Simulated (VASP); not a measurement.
A run of VASP 6.6.1:

File INCAR:

```
SYSTEM = BP
ALGO = Normal
EDIFF = 1E-7
EDIFFG = -0.001
ENCUT = 600
GGA = CA
IBRION = 2
ISIF = 3
ISMEAR = 0
LASPH = .True.
LCHARG = .False.
LREAL = .False.
LWAVE = .False.
NELM = 60
NSW = 80
PREC = Accurate
SIGMA = 0.01
```

The input KPOINTS:

```
k-points
0
Gamma
  10 10 10
  0 0 0
```

File POSCAR:

```
BP
1.0
    0.0000000000      2.2453968615      2.2453968615
    2.2453968615      0.0000000000      2.2453968615
    2.2453968615      2.2453968615      0.0000000000
B P
1 1
Direct
    0.0000000000      0.0000000000      0.0000000000
    0.7500000000      0.7500000000      0.7500000000
```

Potentials or basis: VASP PAW LDA potentials, release 64 (B, P).

Launch:

```console
$ cat potpaw_LDA.64/B/POTCAR potpaw_LDA.64/P/POTCAR > POTCAR
$ mpirun -np 1 vasp_std > vasp.out
```

Hardware: 1 thread of Intel(R) Xeon(R) 6975P-C (Granite Rapids), on a shared host.

Estimate the wall time of this run.

Wall time 8 s on 1 thread of Intel(R) Xeon(R) 6975P-C (Granite Rapids), with other jobs on the host, peak memory 0.13 GiB. Counts: scf iterations 22, k points 47, ion steps 3.
